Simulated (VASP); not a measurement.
# Ta (Cmce) in VASP: single point with PBEsol

Aim: the single point of Ta with PBEsol.

All numbers are computed with VASP 6.6.1; they aren't measurements. Logs are shortened: lines on timing, memory, paths and dates and some standing lists are left out, and cuts for length are marked.

### 1 The cell of the first run

Symmetry: Cmce, No. 64, orthorhombic system. Conventional cell: a = 3.328 Å, b = 10.556 Å, c = 4.403 Å, α = 90.00°, β = 90.00°, γ = 90.00°. Within 2.9 Å of Ta (site symmetry m) lie 3 Ta at 2.18 to 2.22 Å.

### 2 Single point, PBEsol

The input, INCAR:

```
ALGO = Normal
EDIFF = 1E-6
ENCUT = 500
GGA = PS
GGA_COMPAT = F
ISIF = 2
ISMEAR = 0
LASPH = T
LCHARG = F
LREAL = F
LWAVE = F
NBANDS = 34
NELM = 120
PREC = Accurate
SIGMA = 0.1
```

The input, KPOINTS:

```
k-points
0
Gamma
  6 6 4
```

The input, POSCAR:

```
Ta
1.0
    1.6638321332     -5.2780173410      0.0000000000
    1.6638321332      5.2780173410      0.0000000000
    0.0000000000      0.0000000000      4.4033744674
Ta
4
Direct
    0.0980000000      0.9020000000      0.9100000000
    0.5980000000      0.4020000000      0.5900000000
    0.9020000000      0.0980000000      0.0900000000
    0.4020000000      0.5980000000      0.4100000000
```

Potentials or basis: VASP PAW PBE potentials, release 64 (Ta_sv_GW).

Run with:

```
$ cat potpaw_PBE.64/Ta_sv_GW/POTCAR > POTCAR
$ mpirun -np 1 vasp_std > vasp.out
```

OUTCAR:

```text
EDIFF = 1E-6
   ENCUT = 500
   GGA = PS
   ISIF = 2
   ISMEAR = 0
   LASPH = T
   LREAL = F
   NELM = 120
   PREC = Accurate

 ion  position               nearest neighbor table
   1  0.098  0.902  0.910-   2 2.18   2 2.18   3 2.22
   2  0.598  0.402  0.590-   1 2.18   1 2.18   4 2.22
   3  0.902  0.098  0.090-   4 2.18   4 2.18   1 2.22
   4  0.402  0.598  0.410-   3 2.18   3 2.18   2 2.22

  LATTYP: Found a base centered orthorhombic cell.
 ALAT       =     3.3276642664
 B/A-ratio  =     3.1722054381
 C/A-ratio  =     1.3232628399

  Lattice vectors:

 A1 = (   1.6638321332,  -5.2780173410,   0.0000000000)
 A2 = (   1.6638321332,   5.2780173410,   0.0000000000)
 A3 = (   0.0000000000,   0.0000000000,   4.4033744674)

Analysis of symmetry for initial positions (statically):
=====================================================================
 Subroutine PRICEL returns:
 Original cell was already a primitive cell.

 Routine SETGRP: Setting up the symmetry group for a
 base centered orthorhombic supercell.

 Subroutine GETGRP returns: Found  8 space group operations
 (whereof  4 operations were pure point group operations)
 out of a pool of  8 trial point group operations.

The static configuration has the point symmetry C_2h.
 The point group associated with its full space group is D_2h.

Analysis of symmetry for dynamics (positions and initial velocities):
=====================================================================
 Subroutine PRICEL returns:
 Original cell was already a primitive cell.

 Routine SETGRP: Setting up the symmetry group for a
 base centered orthorhombic supercell.

 Subroutine GETGRP returns: Found  8 space group operations
 (whereof  4 operations were pure point group operations)
 out of a pool of  8 trial point group operations.

The dynamic configuration has the point symmetry C_2h.
 The point group associated with its full space group is D_2h.

 Subroutine INISYM returns: Found  8 space group operations
 (whereof  4 operations are pure point group operations),
 and found     1 'primitive' translations

----------------------------------------------------------------------------------------

                                     Primitive cell

  volume of cell :      77.3385

  direct lattice vectors                    reciprocal lattice vectors
     1.663832133 -5.278017341  0.000000000     0.300511085 -0.094732542  0.000000000
     1.663832133  5.278017341  0.000000000     0.300511085  0.094732542  0.000000000
     0.000000000  0.000000000  4.403374467     0.000000000  0.000000000  0.227098560

  length of vectors
     5.534058585  5.534058585  4.403374467     0.315089141  0.315089141  0.227098560

  position of ions in fractional coordinates (direct lattice)
     0.098000000  0.902000000  0.910000000
     0.598000000  0.402000000  0.590000000
     0.902000000  0.098000000  0.090000000
     0.402000000  0.598000000  0.410000000

  ion indices of the primitive-cell ions
   primitive index   ion index
                 1           1
                 2           2
                 3           3
                 4           4

----------------------------------------------------------------------------------------

 KPOINTS: k-points

Automatic generation of k-mesh.
 Grid dimensions read from file:
 generate k-points for:    6    6    4

 Generating k-lattice:

  Cartesian coordinates                     Fractional coordinates (reciprocal lattice)
     0.050085181 -0.015788757  0.000000000     0.166666667  0.000000000  0.000000000
     0.050085181  0.015788757  0.000000000     0.000000000  0.166666667  0.000000000
     0.000000000  0.000000000  0.056774640     0.000000000  0.000000000  0.250000000

  Length of vectors
     0.052514857  0.052514857  0.056774640

  Shift w.r.t. Gamma in fractional coordinates (k-lattice)
     0.000000000  0.000000000  0.000000000

 Subroutine IBZKPT returns following result:
 ===========================================

 Found     39 irreducible k-points:

 Following reciprocal coordinates:
            Coordinates               Weight
  0.000000  0.000000  0.000000      1.000000
  0.166667 -0.000000  0.000000      4.000000
  0.333333 -0.000000  0.000000      4.000000
  0.500000  0.000000  0.000000      2.000000
  0.166667  0.166667  0.000000      2.000000
  0.333333  0.166667  0.000000      4.000000
[... 16 lines left out ...]
  0.333333  0.333333  0.250000      4.000000
  0.500000  0.333333  0.250000      8.000000
 [... further k-points ...]
   k-points           NKPTS =     39   k-points in BZ     NKDIM =     39   number of bands    NBANDS=     34
   number of dos      NEDOS =    301   number of ions     NIONS =      4
   total plane-waves  NPLWV =  51200
   dimension x,y,z NGX =    40 NGY =   40 NGZ =   32
   dimension x,y,z NGXF=    80 NGYF=   80 NGZF=   64
   ions per type =               4
   NGX,Y,Z   is equivalent  to a cutoff of  12.02, 12.02, 12.08 a.u.
   NGXF,Y,Z  is equivalent  to a cutoff of  24.03, 24.03, 24.16 a.u.
 SYSTEM =  unknown system
   PREC   = accura    normal or accurate (medium, high low for compatibility)
   ISTART =      0    job   : 0-new  1-cont  2-samecut
   ICHARG =      2    charge: 1-file 2-atom 10-const
   ISPIN  =      1    spin polarized calculation?
   LNONCOLLINEAR =      F non collinear calculations
   LSORBIT =      F    spin-orbit coupling
   LASPH  =      T    aspherical Exc in radial PAW
   ENCUT  =  500.0 eV  36.75 Ry    6.06 a.u.  10.09 10.09  8.03*2*pi/ulx,y,z
   NELM   =    120;   NELMIN=  2; NELMDL= -5     # of ELM steps
   EDIFF  = 0.1E-05   stopping-criterion for ELM
   LREAL  =      F    real-space projection
   EDIFFG = 0.1E-04   stopping-criterion for IOM
   NSW    =      0    number of steps for IOM
   IBRION =     -1    ionic relax: 0-MD 1-quasi-New 2-CG
   NFREE  =      0    steps in history (QN), initial steepest desc. (CG)
   ISIF   =      2    stress and relaxation
   ISYM   =      2    0-nonsym 1-usesym 2-fastsym
   POTIM  = 0.5000    time-step for ionic-motion
   TEBEG  =    0.0;   TEEND  =   0.0 temperature during run
   PSTRESS=    0.0 pullay stress
   NELECT =      52.0000    total number of electrons
   NUPDOWN=      -1.0000    fix difference up-down
   EMIN   =  10.00;   EMAX   =-10.00  energy-range for DOS
   EFERMI =   0.00;   METHOD = LEGACY
   ISMEAR =     0;   SIGMA  =   0.10  broadening in eV -4-tet -1-fermi 0-gaus
   EFERMI_NEDOS =   21; number of points for ismear=-14 and -15
   IALGO  =     38    algorithm
   IMIX   =      4    mixing-type and parameters
     AMIX     =   0.40;   BMIX     =  1.00
     AMIX_MAG =   1.60;   BMIX_MAG =  1.00
  volume/ion in A,a.u.               =      19.33       130.48
  Fermi-wavevector in a.u.,A,eV,Ry     =   1.434203  2.710251 27.986345  2.056938
  Thomas-Fermi vector in A             =   2.553637
   LORBIT       =      0    0 simple, 1 ext, 2 COOP (PROOUT), +10 PAW based schemes
   GGA     = PS    functional components
   LHFCALC =     F    Hartree Fock is set to
   AEXX    =    0.0000 exact exchange contribution
   IVDW    =     0    specifies the selected vdW correction
   LEPSILON=     F    determine dielectric tensor
   LRPA    =     F    only Hartree local field effects (RPA)
 non-spin polarized calculation
 Gauss-broadening in eV      SIGMA  =   0.10
  energy-cutoff  :      500.00
  volume of cell :       77.34
 maximum number of plane-waves:      1980
   NGX = 21   NGY = 21   NGZ = 17

 number of electron      51.9999998 magnetization

 Free energy of the ion-electron system (eV)
  ---------------------------------------------------
  ext. energy  EPLUGINS =         0.00000000
  ---------------------------------------------------
  free energy    TOTEN  =       -43.98829625 eV

  energy without entropy =      -43.95576654  energy(sigma->0) =      -43.97203139

 E-fermi :   9.6309     XC(G=0): -12.3171

 val. band max:        9.6255247949   @ k =  -0.3333   0.3333   0.0000
 cond. band min:       9.6392242787   @ k =   0.0000   0.0000   0.5000
 fundamental gap:      0.0136994838
 Fermi energy:         9.6308776768

 k-point     1 :       0.0000    0.0000    0.0000
  band No.  band energies     occupation
      1     -58.4187      2.00000
      2     -58.0089      2.00000
      3     -57.4417      2.00000
      4     -57.0029      2.00000
      5     -26.6678      2.00000
      6     -26.4299      2.00000
[... 26 lines left out ...]
     33      12.2040      0.00000
     34      15.4782      0.00000

 k-point     2 :       0.1667   -0.0000    0.0000
  band No.  band energies     occupation
      1     -58.3544      2.00000
      2     -57.9433      2.00000
      3     -57.5081      2.00000
      4     -57.0720      2.00000
      5     -26.6408      2.00000
      6     -26.5475      2.00000
[... 26 lines left out ...]
     33      13.7157      0.00000
     34      14.7311      0.00000

 k-point     3 :       0.3333   -0.0000    0.0000
  band No.  band energies     occupation
      1     -58.1777      2.00000
      2     -57.7626      2.00000
      3     -57.6889      2.00000
      4     -57.2594      2.00000
      5     -26.6917      2.00000
      6     -26.6186      2.00000
[... 26 lines left out ...]
     33      14.0315      0.00000
     34      14.5370      0.00000

 k-point     4 :       0.5000    0.0000    0.0000
  band No.  band energies     occupation
      1     -57.9343      2.00000
      2     -57.9343      2.00000
      3     -57.5127      2.00000
      4     -57.5127      2.00000
      5     -26.6809      2.00000
      6     -26.6809      2.00000
[... 26 lines left out ...]
     33      14.5300      0.00000
     34      14.5640      0.00000

 k-point     5 :       0.1667    0.1667    0.0000
  band No.  band energies     occupation
      1     -58.1779      2.00000
      2     -57.7623      2.00000
      3     -57.6889      2.00000
      4     -57.2594      2.00000
      5     -26.6903      2.00000
      6     -26.6217      2.00000
[... 621 lines left out ...]
 k-point    22 :      -0.1667    0.1667    0.2500
  band No.  band energies     occupation
      1     -58.3740      2.00000
      2     -58.0974      2.00000
      3     -57.3495      2.00000
      4     -57.0520      2.00000
      5     -26.5309      2.00000
      6     -26.3739      2.00000
[... 26 lines left out ...]
     33      13.3699      0.00000
     34      14.6890      0.00000

 k-point    23 :       0.3333    0.3333    0.2500
  band No.  band energies     occupation
      1     -58.1426      2.00000
      2     -57.9022      2.00000
      3     -57.5479      2.00000
      4     -57.2961      2.00000
      5     -26.6851      2.00000
      6     -26.5698      2.00000
[... 26 lines left out ...]
     33      13.5694      0.00000
     34      13.7979      0.00000

 k-point    24 :       0.5000    0.3333    0.2500
  band No.  band energies     occupation
      1     -58.3108      2.00000
      2     -58.0390      2.00000
      3     -57.4095      2.00000
      4     -57.1188      2.00000
      5     -26.5278      2.00000
      6     -26.5203      2.00000
[... 26 lines left out ...]
     33      13.9107      0.00000
     34      14.1760      0.00000

 [... further k-points ...]

------------------------ aborting loop because EDIFF is reached ----------------------------------------

  FORCE on cell =-STRESS in cart. coord.  units (eV):
  Direction    XX          YY          ZZ          XY          YZ          ZX
  --------------------------------------------------------------------------------------
  -------------------------------------------------------------------------------------
  Total       31.9271047     22.8253742     27.3713850      0.0000000      0.0000000      0.0000000
  in kB      661.4152180    472.8599735    567.0370280      0.0000000      0.0000000      0.0000000
  external PRESSURE =     567.1040732 kB  Pullay stress =       0.0000000 kB

 VOLUME and BASIS-vectors are now :
 -----------------------------------------------------------------------------
  energy-cutoff  :      500.00
  volume of cell :       77.34
      direct lattice vectors                 reciprocal lattice vectors
     1.663832133 -5.278017341  0.000000000     0.300511085 -0.094732542  0.000000000
     1.663832133  5.278017341  0.000000000     0.300511085  0.094732542  0.000000000
     0.000000000  0.000000000  4.403374467     0.000000000  0.000000000  0.227098560

 POSITION                                       TOTAL-FORCE (eV/Angst)
 -----------------------------------------------------------------------------------
      1.66383      4.24353      4.00707         0.000000     -7.806149      9.209643
      1.66383     -1.03449      2.59799         0.000000     -7.806149     -9.209643
      1.66383     -4.24353      0.39630         0.000000      7.806149     -9.209643
      1.66383      1.03449      1.80538         0.000000      7.806149      9.209643
 -----------------------------------------------------------------------------------
    total drift:                                0.000000      0.000000      0.000000

  FREE ENERGIE OF THE ION-ELECTRON SYSTEM (eV)
  ---------------------------------------------------
  free  energy   TOTEN  =       -43.9882962497 eV

  energy  without entropy=      -43.9557665351  energy(sigma->0) =      -43.97203139
```

It took 2.6 min on 1 thread of AMD EPYC 7R43 (Zen 3), shared host; peak memory 0.21 GiB.

Results:

```yaml
Free_energy: -43.9883 eV
Pressure: 56.7 GPa
Largest_force: 12.073 eV/Å
Band_gap_on_the_k_mesh: zero (bands 26 and 27 overlap by 1.25 eV)
```

Forces in eV/Å, atoms in the order of the input:
```
Ta   0.000 -7.806  9.210
Ta   0.000 -7.806 -9.210
Ta   0.000  7.806 -9.210
Ta   0.000  7.806  9.210
```

Stress tensor (GPa, compression positive):
```
66.14  0.00  0.00
 0.00 47.29  0.00
 0.00  0.00 56.70
```

Levels at points of the mesh, in eV from the Fermi level:
| k point | band 22 | band 23 | band 24 | band 25 | band 26 | band 27 | band 28 | band 29 | band 30 | band 31 |
| --- | --- | --- | --- | --- | --- | --- | --- | --- | --- | --- |
| (0.00, 0.00, 0.00) | -3.16 | -2.37 | -1.80 | -0.55 | 0.28 | 0.90 | 1.02 | 1.68 | 1.85 | 1.97 |
| (0.50, 0.00, 0.00) | -2.88 | -0.26 | -0.26 | 0.18 | 0.18 | 0.28 | 0.28 | 1.41 | 1.41 | 1.63 |
| (0.50, 0.50, 0.00) | -3.41 | -2.84 | -2.29 | -0.83 | 0.12 | 0.61 | 1.00 | 1.13 | 1.71 | 2.27 |
| (0.00, 0.00, 0.50) | -2.49 | -1.67 | -1.67 | -1.55 | -1.55 | -0.82 | -0.82 | 0.01 | 0.01 | 3.61 |
| (0.50, 0.00, 0.50) | -1.83 | -1.69 | -1.69 | 0.44 | 0.44 | 0.67 | 0.67 | 1.74 | 1.74 | 1.80 |
| (0.50, 0.50, 0.50) | -2.93 | -1.79 | -1.79 | -1.42 | -1.42 | -0.81 | -0.81 | 0.10 | 0.10 | 3.56 |

Caveat: the stress differs along the axes, from 47 to 66 GPa; the PAW data sets were made with another functional, which shifts forces and pressure a little; spin-orbit coupling is left out, which moves the levels of the heavy elements.
